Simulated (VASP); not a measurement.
# Te2Mo in VASP: single point with LDA

Aim: the single point of Te2Mo with LDA.

Program: VASP 6.6.1. These are calculated values, not measurements. Logs are shortened: lines on timing, memory, paths and dates and some standing lists are left out, and cuts for length are marked.

### 1 The cell of the first run

The cell holds a sheet with vacuum, 6 atoms: a = 3.520 Å, b = 3.520 Å, c = 28.605 Å, α = 90.00°, β = 90.00°, γ = 120.00°.

### 2 Single point, LDA, non-collinear spin, zero start, spin-orbit coupling

Contents of INCAR:

```
SYSTEM = Te2Mo
PREC = Accurate
ENCUT = 520
EDIFF = 1E-6
ISMEAR = 0
SIGMA = 0.01
LREAL = .False.
LASPH = .True.
NELM = 150
ALGO = Normal
ISIF = 2
LWAVE = .False.
LCHARG = .True.
MAGMOM = 0 0 0 0 0 0 0 0 0 0 0 0 0 0 0 0 0 0
LORBIT = 11
LSORBIT = .True.
GGA_COMPAT = .False.
LORBMOM = .True.
LMAXMIX = 4
LDIPOL = .True.
IDIPOL = 3
DIPOL = 0.5 0.5 0.500
GGA = CA
LVHAR = .True.
LVACPOTAV = .True.
NBANDS = 68
```

Contents of KPOINTS:

```
Automatic mesh
0
Gamma
  12 12 1
  0 0 0
```

Contents of POSCAR:

```
Te2Mo
1.0
    3.5200000000      0.0000000000      0.0000000000
   -1.7600000000      3.0484094213      0.0000000000
    0.0000000000      0.0000000000     28.6050000000
Te Mo
4 2
Direct
    0.6666666667      0.3333333333      0.3146303094
    0.6666666667      0.3333333333      0.4411816116
    0.3333333333      0.6666666667      0.5588183884
    0.3333333333      0.6666666667      0.6853696906
    0.3333333333      0.6666666667      0.3779059605
    0.6666666667      0.3333333333      0.6220940395
```

Potentials or basis: VASP PAW LDA potentials, release 64 (Te, Mo_sv).

The run is started by

```
cat potpaw_LDA.64/Te/POTCAR potpaw_LDA.64/Mo_sv/POTCAR > POTCAR
mpirun -np 1 vasp_ncl > vasp.out
```

OUTCAR:

```text
SYSTEM = Te2Mo
   PREC = Accurate
   ENCUT = 520
   EDIFF = 1E-6
   ISMEAR = 0
   LREAL = .False.
   LASPH = .True.
   NELM = 150
   ISIF = 2
   LORBIT = 11
   LSORBIT = .True.
   GGA = CA

 ion  position               nearest neighbor table
   1  0.667  0.333  0.315-   5 2.72   5 2.72   5 2.72   2 3.62
   2  0.667  0.333  0.441-   5 2.72   5 2.72   5 2.72   1 3.62
   3  0.333  0.667  0.559-   6 2.72   6 2.72   6 2.72   4 3.62
   4  0.333  0.667  0.685-   6 2.72   6 2.72   6 2.72   3 3.62
   5  0.333  0.667  0.378-   1 2.72   2 2.72   1 2.72   2 2.72   1 2.72   2 2.72
   6  0.667  0.333  0.622-   3 2.72   4 2.72   3 2.72   4 2.72   3 2.72   4 2.72

  LATTYP: Found a hexagonal cell.
 ALAT       =     3.5200000000
 C/A-ratio  =     8.1264204545

  Lattice vectors:

 A1 = (   3.5200000000,   0.0000000000,   0.0000000000)
 A2 = (  -1.7600000000,   3.0484094213,   0.0000000000)
 A3 = (   0.0000000000,   0.0000000000,  28.6050000000)

Analysis of symmetry for initial positions (statically):
=====================================================================
 Subroutine PRICEL returns:
 Original cell was already a primitive cell.

 Routine SETGRP: Setting up the symmetry group for a
 hexagonal supercell.

 Subroutine GETGRP returns: Found 12 space group operations
 (whereof 12 operations were pure point group operations)
 out of a pool of 24 trial point group operations.

The static configuration has the point symmetry D_3d.

Analysis of symmetry for dynamics (positions and initial velocities):
=====================================================================
 Subroutine PRICEL returns:
 Original cell was already a primitive cell.

 Routine SETGRP: Setting up the symmetry group for a
 hexagonal supercell.

 Subroutine GETGRP returns: Found 12 space group operations
 (whereof 12 operations were pure point group operations)
 out of a pool of 24 trial point group operations.

The dynamic configuration has the point symmetry D_3d.

Analysis of structural, dynamic, and magnetic symmetry:
=====================================================================
 Subroutine PRICEL returns:
 Original cell was already a primitive cell.

 Routine SETGRP: Setting up the symmetry group for a
 hexagonal supercell.

 Subroutine GETGRP returns: Found 12 space group operations
 (whereof 12 operations were pure point group operations)
 out of a pool of 24 trial point group operations.

The overall configuration has the point symmetry D_3d.

 Subroutine INISYM returns: Found 12 space group operations
 (whereof 12 operations are pure point group operations),
 and found     1 'primitive' translations

----------------------------------------------------------------------------------------

                                     Primitive cell

  volume of cell :     306.9431

  direct lattice vectors                    reciprocal lattice vectors
     3.520000000  0.000000000  0.000000000     0.284090909  0.164019963  0.000000000
    -1.760000000  3.048409421  0.000000000     0.000000000  0.328039926  0.000000000
     0.000000000  0.000000000 28.605000000     0.000000000  0.000000000  0.034958923

  length of vectors
     3.520000000  3.520000000 28.605000000     0.328039926  0.328039926  0.034958923

  position of ions in fractional coordinates (direct lattice)
     0.666666667  0.333333333  0.314630309
     0.666666667  0.333333333  0.441181612
     0.333333333  0.666666667  0.558818388
     0.333333333  0.666666667  0.685369691
     0.333333333  0.666666667  0.377905961
     0.666666667  0.333333333  0.622094039

  ion indices of the primitive-cell ions
   primitive index   ion index
                 1           1
                 2           2
                 3           3
                 4           4
                 5           5
                 6           6

[... 134 lines left out ...]
      5     -35.0080      1.00000
      6     -35.0080      1.00000
[... 1262 lines left out ...]
     63       3.8043      0.00000
     64       3.8043      0.00000
 [bands above 64 left out]

------------------------ aborting loop because EDIFF is reached ----------------------------------------

  FORCE on cell =-STRESS in cart. coord.  units (eV):
  Direction    XX          YY          ZZ          XY          YZ          ZX
  --------------------------------------------------------------------------------------
  -------------------------------------------------------------------------------------
  Total       -3.0719548     -3.0719548     -3.1186958      0.0000000      0.0000000      0.0000000
  in kB      -16.0349459    -16.0349459    -16.2789235      0.0000000      0.0000000      0.0000000
  external PRESSURE =     -16.1162718 kB  Pullay stress =       0.0000000 kB

 VOLUME and BASIS-vectors are now :
 -----------------------------------------------------------------------------
  energy-cutoff  :      520.00
  volume of cell :      306.94
      direct lattice vectors                 reciprocal lattice vectors
     3.520000000  0.000000000  0.000000000     0.284090909  0.164019963  0.000000000
    -1.760000000  3.048409421  0.000000000     0.000000000  0.328039926  0.000000000
     0.000000000  0.000000000 28.605000000     0.000000000  0.000000000  0.034958923

 POSITION                                       TOTAL-FORCE (eV/Angst)
 -----------------------------------------------------------------------------------
      1.76000      1.01614      9.00000         0.000000     -0.000000      0.428382
      1.76000      1.01614     12.62000         0.000000     -0.000000     -0.321772
     -0.00000      2.03227     15.98500         0.000000      0.000000      0.321772
     -0.00000      2.03227     19.60500         0.000000      0.000000     -0.428382
     -0.00000      2.03227     10.81000        -0.000000      0.000000     -0.053153
      1.76000      1.01614     17.79500         0.000000     -0.000000      0.053153
 -----------------------------------------------------------------------------------
    total drift:                                0.000000      0.000000      0.000000

  FREE ENERGIE OF THE ION-ELECTRON SYSTEM (eV)
  ---------------------------------------------------
  free  energy   TOTEN  =       -41.6784670813 eV

  energy  without entropy=      -41.6784670813  energy(sigma->0) =      -41.67846708

 vacuum level on the upper side and lower side of the slab         6.334         6.334

 orbital moment (x)

 # of ion     p       d       tot
 ----------------------------------------
  1         0.000   0.000   0.000
  2        -0.000  -0.000  -0.000
  3        -0.000  -0.000  -0.000
  4         0.000   0.000   0.000
  5         0.000   0.000   0.000
  6        -0.000   0.000   0.000
 ----------------------------------------
            0.000  -0.000   0.000

 orbital moment (y)

 # of ion     p       d       tot
 ----------------------------------------
  1        -0.000   0.000  -0.000
  2        -0.000   0.000  -0.000
  3        -0.000   0.000  -0.000
  4        -0.000   0.000  -0.000
  5        -0.000   0.000   0.000
  6         0.000  -0.000  -0.000
 ----------------------------------------
           -0.000  -0.000  -0.000

 orbital moment (z)

 # of ion     p       d       tot
 ----------------------------------------
  1         0.000   0.000   0.000
  2         0.000   0.000   0.000
  3         0.000   0.000   0.000
  4         0.000   0.000   0.000
  5         0.000   0.000   0.000
  6         0.000   0.000   0.000
 ----------------------------------------
            0.000   0.000   0.000

 Spin-Orbit-Coupling matrix elements

 Ion:    1  E_soc:     -0.2090767
 l=   1
     0.0000000    -0.0346915    -0.0346907
    -0.0346915     0.0000000    -0.0346915
    -0.0346907    -0.0346915     0.0000000
 l=   2
     0.0000000    -0.0000305     0.0000000    -0.0000305    -0.0001781
    -0.0000305     0.0000000    -0.0000994     0.0000340    -0.0000305
     0.0000000    -0.0000994     0.0000000    -0.0000994     0.0000000
    -0.0000305     0.0000340    -0.0000994     0.0000000    -0.0000305
    -0.0001781    -0.0000305     0.0000000    -0.0000305     0.0000000
 l=   3
     0.0000000     0.0000000     0.0000000     0.0000000     0.0000000     0.0000000     0.0000000
     0.0000000     0.0000000     0.0000000     0.0000000     0.0000000     0.0000000     0.0000000
     0.0000000     0.0000000     0.0000000     0.0000000     0.0000000     0.0000000     0.0000000
     0.0000000     0.0000000     0.0000000     0.0000000     0.0000000     0.0000000     0.0000000
[... 89 lines left out ...]
 l=   2
     0.0000000    -0.0005862     0.0000000    -0.0005862    -0.0042587
    -0.0005862     0.0000000    -0.0022521    -0.0005985    -0.0005862
     0.0000000    -0.0022521     0.0000000    -0.0022521     0.0000000
    -0.0005862    -0.0005985    -0.0022521     0.0000000    -0.0005862
    -0.0042587    -0.0005862     0.0000000    -0.0005862     0.0000000
 l=   3
     0.0000000     0.0000000     0.0000000     0.0000000     0.0000000     0.0000000     0.0000000
     0.0000000     0.0000000     0.0000000     0.0000000     0.0000000     0.0000000     0.0000000
     0.0000000     0.0000000     0.0000000     0.0000000     0.0000000     0.0000000     0.0000000
     0.0000000     0.0000000     0.0000000     0.0000000     0.0000000     0.0000000     0.0000000
     0.0000000     0.0000000     0.0000000     0.0000000     0.0000000     0.0000000     0.0000000
     0.0000000     0.0000000     0.0000000     0.0000000     0.0000000     0.0000000     0.0000000
     0.0000000     0.0000000     0.0000000     0.0000000     0.0000000     0.0000000     0.0000000

 total charge

# of ion       s       p       d       tot
------------------------------------------
    1        1.389   1.987   0.064   3.440
    2        1.391   1.981   0.066   3.438
    3        1.391   1.981   0.066   3.438
    4        1.389   1.987   0.064   3.440
    5        2.256   6.146   3.996  12.399
    6        2.256   6.146   3.996  12.399
--------------------------------------------------
tot         10.073  20.229   8.253  38.555

 magnetization (x)

# of ion       s       p       d       tot
------------------------------------------
    1       -0.000   0.000   0.000  -0.000
    2        0.000   0.000   0.000   0.000
    3        0.000   0.000   0.000   0.000
    4       -0.000   0.000   0.000  -0.000
    5        0.000   0.000   0.000   0.000
    6        0.000   0.000   0.000   0.000
--------------------------------------------------
tot         -0.000   0.000   0.000   0.000

 magnetization (y)

# of ion       s       p       d       tot
------------------------------------------
    1        0.000   0.000   0.000   0.000
    2       -0.000  -0.000   0.000  -0.000
    3       -0.000  -0.000  -0.000  -0.000
    4        0.000   0.000   0.000   0.000
    5        0.000  -0.000  -0.000  -0.000
    6        0.000  -0.000  -0.000  -0.000
--------------------------------------------------
tot         -0.000   0.000  -0.000  -0.000

 magnetization (z)

# of ion       s       p       d       tot
------------------------------------------
    1        0.000   0.000   0.000   0.000
    2        0.000   0.000   0.000   0.000
    3        0.000   0.000   0.000   0.000
    4        0.000   0.000   0.000   0.000
    5        0.000   0.000   0.000   0.000
    6        0.000   0.000   0.000   0.000
--------------------------------------------------
tot          0.000   0.000   0.000   0.000
```

Run time: 30 min. Hardware: 1 thread of Intel Xeon Platinum 8124M at 3.00GHz (Skylake/Cascade Lake), shared host; peak memory 1.1 GiB.

What came out:

| Quantity | Value |
| --- | --- |
| Free energy | -41.6785 eV |
| Largest force | 0.428 eV/Å |
| Net moment | 0.00 μB per cell |
| Valence electrons inside the program's atomic spheres | Te 3.44; Mo 12.40 |

Forces in eV/Å, atoms in the order of the input:
```
Te   0.000  0.000  0.428
Te   0.000  0.000 -0.322
Te   0.000  0.000  0.322
Te   0.000  0.000 -0.428
Mo   0.000  0.000 -0.053
Mo   0.000  0.000  0.053
```

Moments on the atoms (μB; x, y, z):
```
Te  0.00 0.00 0.00
Te  0.00 0.00 0.00
Te  0.00 0.00 0.00
Te  0.00 0.00 0.00
Mo  0.00 0.00 0.00
Mo  0.00 0.00 0.00
```
